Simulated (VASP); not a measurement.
CoSi, 8 atoms in the cell. Symmetry: P2_13, No. 198, cubic system. Conventional cell: a = 4.438 Å, b = 4.438 Å, c = 4.438 Å, α = 90.00°, β = 90.00°, γ = 90.00°. Within 3.0 Å of Co (site symmetry 3) lie 7 Si at 2.28 to 2.47 Å and 6 Co at 2.72 Å. Within 3.0 Å of Si (site symmetry 3) lie 7 Co at 2.28 to 2.47 Å and 6 Si at 2.75 Å. 

```yaml
Program: VASP 6.6.1
Task: single point
Functional: PBE
Potentials_or_basis: VASP PAW PBE potentials, release 64 (Co, Si)
Cutoff: 600 eV
k_mesh: 4 × 4 × 4
Occupations: gaussian, width 0.1 eV
Spin: collinear spin, ferromagnetic start
Starting_moments: "[3.0, 3.0, 3.0, 3.0, 0.0, 0.0, 0.0, 0.0] μB"
Dipole_correction: no
Further_INCAR_settings: ALGO = Normal; EDIFF = 1e-06; NBANDS = 40
```

Potentials or basis: VASP PAW PBE potentials, release 64 (Co, Si).

Command:

```sh
$ cat potpaw_PBE.64/Co/POTCAR potpaw_PBE.64/Si/POTCAR > POTCAR
$ mpirun -np 1 vasp_std > vasp.out
```

Hardware: 1 thread of AMD EPYC 9R45 96-Core Processor (Zen 5) (shared host).

**Question.** How long does it take, and how much memory?

**Answer.** Run time: 61 s on 1 thread of AMD EPYC 9R45 96-Core Processor (Zen 5), with other jobs on the host, peak memory 0.24 GiB. Counts: scf iterations 15, k points 11.
